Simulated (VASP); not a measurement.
# CuAu (R-3m) in VASP: further runs, part 2 of 2

VASP 6.6.1.

**3. Single point, LDA (15.04 Å³/atom)**

This run uses another cell than the first one, of 15.04 Å³/atom.

Contents of INCAR:

```
SYSTEM = CuAu
PREC = Accurate
ENCUT = 520
EDIFF = 1E-7
ISMEAR = -1
SIGMA = 0.05
LREAL = .FALSE.
LASPH = .TRUE.
NELM = 80
ALGO = Fast
ISIF = 2
LWAVE = .FALSE.
LCHARG = .FALSE.
NBANDS = 18
```

Contents of KPOINTS:

```
regular mesh
0
G
  11 11 11
  0 0 0
```

Contents of POSCAR:

```
CuAu
1.0
    1.4333716108      0.8275574853      4.2276049958
   -1.4333716108      0.8275574853      4.2276049958
    0.0000000000     -1.6551149707      4.2276049958
Au Cu
1 1
Direct
    0.0000000000      0.0000000000      0.0000000000
    0.5000000000      0.5000000000      0.5000000000
```

Potentials or basis: VASP PAW LDA potentials, release 64 (Au, Cu).

Started as:

```sh
$ cat potpaw_LDA.64/Au/POTCAR potpaw_LDA.64/Cu/POTCAR > POTCAR
$ mpirun -np 1 vasp_std > vasp.out
```

OUTCAR:

```text
SYSTEM = CuAu
   PREC = Accurate
   ENCUT = 520
   EDIFF = 1E-7
   ISMEAR = -1
   LREAL = .FALSE.
   LASPH = .TRUE.
   NELM = 80
   ISIF = 2

 ion  position               nearest neighbor table
   1  0.000  0.000  0.000-   2 2.68   2 2.68   2 2.68   2 2.68   2 2.68   2 2.68
   2  0.500  0.500  0.500-   1 2.68   1 2.68   1 2.68   1 2.68   1 2.68   1 2.68

  LATTYP: Found a trigonal (rhomboedric) cell.
 ALAT       =     4.5400495115
 COS(alpha) =     0.8006453295

  Lattice vectors:

 A1 = (   1.4333716108,   0.8275574853,   4.2276049958)
 A2 = (  -1.4333716108,   0.8275574853,   4.2276049958)
 A3 = (   0.0000000000,  -1.6551149707,   4.2276049958)

Analysis of symmetry for initial positions (statically):
=====================================================================
 Subroutine PRICEL returns:
 Original cell was already a primitive cell.

 Routine SETGRP: Setting up the symmetry group for a
 trigonal (rhombohedral) supercell.

 Subroutine GETGRP returns: Found 12 space group operations
 (whereof 12 operations were pure point group operations)
 out of a pool of 12 trial point group operations.

The static configuration has the point symmetry D_3d.

Analysis of symmetry for dynamics (positions and initial velocities):
=====================================================================
 Subroutine PRICEL returns:
 Original cell was already a primitive cell.

 Routine SETGRP: Setting up the symmetry group for a
 trigonal (rhombohedral) supercell.

 Subroutine GETGRP returns: Found 12 space group operations
 (whereof 12 operations were pure point group operations)
 out of a pool of 12 trial point group operations.

The dynamic configuration has the point symmetry D_3d.

 Subroutine INISYM returns: Found 12 space group operations
 (whereof 12 operations are pure point group operations),
 and found     1 'primitive' translations

[... 111 lines left out ...]
   IALGO  =     68    algorithm
   IMIX   =      4    mixing-type and parameters
     AMIX     =   0.40;   BMIX     =  1.00
     AMIX_MAG =   1.60;   BMIX_MAG =  1.00
  volume/ion in A,a.u.               =      15.04       101.52
  Fermi-wavevector in a.u.,A,eV,Ry     =   1.474851  2.787064 29.595200  2.175186
  Thomas-Fermi vector in A             =   2.589572
   LORBIT       =      0    0 simple, 1 ext, 2 COOP (PROOUT), +10 PAW based schemes
   GGA     = CA    functional components
   LHFCALC =     F    Hartree Fock is set to
   AEXX    =    0.0000 exact exchange contribution
   IVDW    =     0    specifies the selected vdW correction
   LEPSILON=     F    determine dielectric tensor
   LRPA    =     F    only Hartree local field effects (RPA)
 non-spin polarized calculation
 RMM-DIIS sequential band-by-band and
  energy-cutoff  :      520.00
  volume of cell :       30.09
 maximum number of plane-waves:       834
 NGX is ok and might be reduce to    36
   NGX = 17   NGY = 17   NGZ = 17

 number of electron      22.0000002 magnetization

 Free energy of the ion-electron system (eV)
  ---------------------------------------------------
  ext. energy  EPLUGINS =         0.00000000
  ---------------------------------------------------
  free energy    TOTEN  =        -9.03490791 eV

  energy without entropy =       -9.02693155  energy(sigma->0) =       -9.03091973

 E-fermi :   8.1131     XC(G=0): -12.7675

 val. band max:        8.1017806730   @ k =  -0.3636   0.3636   0.2727
 cond. band min:       8.1151144923   @ k =  -0.2727   0.2727   0.0909
 fundamental gap:      0.0133338193
 Fermi energy:         8.1130591436

 k-point     1 :       0.0000    0.0000    0.0000
  band No.  band energies     occupation
      1      -1.5242      2.00000
      2       1.5264      2.00000
      3       3.2430      2.00000
      4       3.2430      2.00000
      5       4.2622      2.00000
      6       4.2622      2.00000
[... 481 lines left out ...]
      5       3.8745      2.00000
      6       5.1185      2.00000
[... 10 lines left out ...]
     17      20.7067      0.00000
     18      27.5769      0.00000

 [... further k-points ...]

------------------------ aborting loop because EDIFF is reached ----------------------------------------

  FORCE on cell =-STRESS in cart. coord.  units (eV):
  Direction    XX          YY          ZZ          XY          YZ          ZX
  --------------------------------------------------------------------------------------
  -------------------------------------------------------------------------------------
  Total       -1.9092255     -1.9092255     -1.7062145     -0.0000000      0.0000000      0.0000000
  in kB     -101.6635299   -101.6635299    -90.8534850     -0.0000000      0.0000000      0.0000000
  external PRESSURE =     -98.0601816 kB  Pullay stress =       0.0000000 kB

 VOLUME and BASIS-vectors are now :
 -----------------------------------------------------------------------------
  energy-cutoff  :      520.00
  volume of cell :       30.09
      direct lattice vectors                 reciprocal lattice vectors
     1.433371611  0.827557485  4.227604996     0.348827894  0.201395878  0.078846849
    -1.433371611  0.827557485  4.227604996    -0.348827894  0.201395878  0.078846849
     0.000000000 -1.655114971  4.227604996     0.000000000 -0.402791757  0.078846849

 POSITION                                       TOTAL-FORCE (eV/Angst)
 -----------------------------------------------------------------------------------
      0.00000      0.00000      0.00000         0.000000     -0.000000      0.000000
      0.00000     -0.00000      6.34141        -0.000000      0.000000     -0.000000
 -----------------------------------------------------------------------------------
    total drift:                                0.000000     -0.000000      0.000000

  FREE ENERGIE OF THE ION-ELECTRON SYSTEM (eV)
  ---------------------------------------------------
  free  energy   TOTEN  =        -9.0349079108 eV

  energy  without entropy=       -9.0269315464  energy(sigma->0) =       -9.03091973
```

Wall time 11 min (1 thread of Intel Xeon 8259CL, shared host); peak memory 0.25 GiB.

Results:

| Quantity | Value |
| --- | --- |
| Free energy | -9.0349 eV |
| Pressure | -9.8 GPa |
| Band gap on the k mesh | zero (bands 11 and 12 overlap by 4.28 eV) |

Levels at points of the mesh, in eV from the Fermi level:
```csv
k point,band 7,band 8,band 9,band 10,band 11,band 12,band 13,band 14,band 15,band 16
"(0.00, 0.00, 0.00)",-2.81,-2.28,-2.28,-1.63,-1.63,-0.15,4.67,14.55,16.01,16.01
```

Caveat: the cell stands under tension; spin-orbit coupling is left out, which moves the levels of the heavy elements.

**4. Single point, LDA (15.35 Å³/atom)**

This run uses another cell than the first one, of 15.35 Å³/atom.

Contents of INCAR:

```
SYSTEM = CuAu
  PREC = Accurate
  ENCUT = 520
  EDIFF = 1E-6
  ISMEAR = -1
  SIGMA = 0.05
  LREAL = .FALSE.
  LASPH = .TRUE.
  NELM = 100
  ALGO = Fast
  ISIF = 2
  LWAVE = .FALSE.
  LCHARG = .FALSE.
  NBANDS = 18
```

Contents of KPOINTS:

```
Automatic mesh
0
G
  11 11 11
  0 0 0
```

Contents of POSCAR:

```
CuAu
1.0
    1.4430568479      0.8331492596      4.2561707609
   -1.4430568479      0.8331492596      4.2561707609
    0.0000000000     -1.6662985192      4.2561707609
Au Cu
1 1
Direct
    0.0000000000      0.0000000000      0.0000000000
    0.5000000000      0.5000000000      0.5000000000
```

Started as:

```sh
$ cat potpaw_LDA.64/Au/POTCAR potpaw_LDA.64/Cu/POTCAR > POTCAR
$ mpirun -np 1 vasp_std > vasp.out
```

It took 7.5 min on 1 thread of Intel Xeon 8259CL, shared host; peak memory 0.25 GiB.

It converged, with:

| Property | Result |
| --- | --- |
| Free energy | -8.9929 eV |
| Pressure | -12.2 GPa |
| Band gap on the k mesh | zero (bands 11 and 12 overlap by 4.23 eV) |

Stress tensor (GPa, compression positive):
```
-12.40   0.00   0.00
  0.00 -12.40   0.00
  0.00   0.00 -11.71
```

Levels at points of the mesh, in eV from the Fermi level:
| k point | band 7 | band 8 | band 9 | band 10 | band 11 | band 12 | band 13 | band 14 | band 15 | band 16 |
| --- | --- | --- | --- | --- | --- | --- | --- | --- | --- | --- |
| (0.00, 0.00, 0.00) | -2.74 | -2.23 | -2.23 | -1.60 | -1.60 | -0.09 | 4.56 | 14.55 | 15.84 | 15.84 |

Caveat: the cell stands under tension; spin-orbit coupling is left out, which moves the levels of the heavy elements.

**5. Single point, LDA (15.66 Å³/atom)**

This run uses another cell than the first one, of 15.66 Å³/atom.

Contents of INCAR:

```
  PREC = Accurate
  ENCUT = 520
  EDIFF = 1E-7
  ISMEAR = -1
  SIGMA = 0.05
  LREAL = F
  LASPH = T
  NELM = 60
  ALGO = Normal
  ISIF = 2
  LWAVE = F
  LCHARG = F
  NBANDS = 18
```

Contents of KPOINTS:

```
regular mesh
0
Gamma
  11 11 11
```

Contents of POSCAR:

```
CuAu
1.0
    1.4526137943      0.8386669652      4.2843581437
   -1.4526137943      0.8386669652      4.2843581437
    0.0000000000     -1.6773339303      4.2843581437
Au Cu
1 1
Direct
    0.0000000000      0.0000000000      0.0000000000
    0.5000000000      0.5000000000      0.5000000000
```

Started as:

```sh
$ cat potpaw_LDA.64/Au/POTCAR potpaw_LDA.64/Cu/POTCAR > POTCAR
$ mpirun -np 1 vasp_std > vasp.out
```

Run time: 4.5 min. Hardware: 1 thread of Intel Xeon 8259CL, shared host; peak memory 0.24 GiB.

It converged, with:

```yaml
Free_energy: -8.9422 eV
Pressure: -14.4 GPa
Band_gap_on_the_k_mesh: zero (bands 11 and 12 overlap by 4.18 eV)
```

Stress tensor (GPa, compression positive):
```
-14.48   0.00   0.00
  0.00 -14.48   0.00
  0.00   0.00 -14.17
```

Levels at points of the mesh, in eV from the Fermi level:
| k point | band 7 | band 8 | band 9 | band 10 | band 11 | band 12 | band 13 | band 14 | band 15 | band 16 |
| --- | --- | --- | --- | --- | --- | --- | --- | --- | --- | --- |
| (0.00, 0.00, 0.00) | -2.68 | -2.18 | -2.18 | -1.58 | -1.58 | -0.02 | 4.45 | 14.55 | 15.67 | 15.67 |

Caveat: the cell stands under tension; spin-orbit coupling is left out, which moves the levels of the heavy elements.

**6. The runs side by side**

| cell | gap on the mesh (eV) | pressure (GPa) |
| --- | --- | --- |
| a = 4.509 Å, angles 36.8°, 2 atoms | none | -7.1 |
| a = 4.540 Å, angles 36.8°, 2 atoms | none | -9.8 |
| a = 4.571 Å, angles 36.8°, 2 atoms | none | -12.2 |
| a = 4.601 Å, angles 36.8°, 2 atoms | none | -14.4 |

Alike in all rows: task single point; level LDA; potentials or basis VASP PAW LDA potentials, release 64 (Au, Cu); no spin polarisation; k mesh 11 × 11 × 11; cutoff (eV) 520; smearing fermi-dirac 0.05 eV.

Caveats: the cell stands under tension; spin-orbit coupling is left out, which moves the levels of the heavy elements.

Absolute energies hang on the potentials; compare differences alone.
